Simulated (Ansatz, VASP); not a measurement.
# Be in VASP and in Ansatz

```xyz
1
Lattice="-1.0993 1.0993 1.0993 1.0993 -1.0993 1.0993 1.0993 1.0993 -1.0993" Properties=species:S:1:pos:R:3 pbc="T T T"
Be    0.0000    0.0000    0.0000
```

Change from the starting cell: volume scaled by 0.68, crystal datasets.

Alike in both runs: task single point; functional PBE; k mesh 21 × 21 × 21; occupations fermi-dirac, width 0.08 eV; no spin polarisation.

|  | VASP | Ansatz |
| --- | --- | --- |
| version | VASP 6.6.1 | Ansatz 0.2.0 |
| potentials or method | VASP PAW PBE potentials, release 64 (Be), cutoff 600 eV | all-electron PAW with datasets made for the crystal, scalar-relativistic |

```csv
,VASP,Ansatz,Ansatz less VASP
pressure (GPa),91.1,90.3,-0.79
```

Both programs put the cell under a high pressure, so it lies far from rest at this level. Ansatz ran all-electron here, and VASP with PAW potentials. Ansatz's warnings: printed levels off.

Noted on VASP's run: the cell as given lies far from equilibrium.
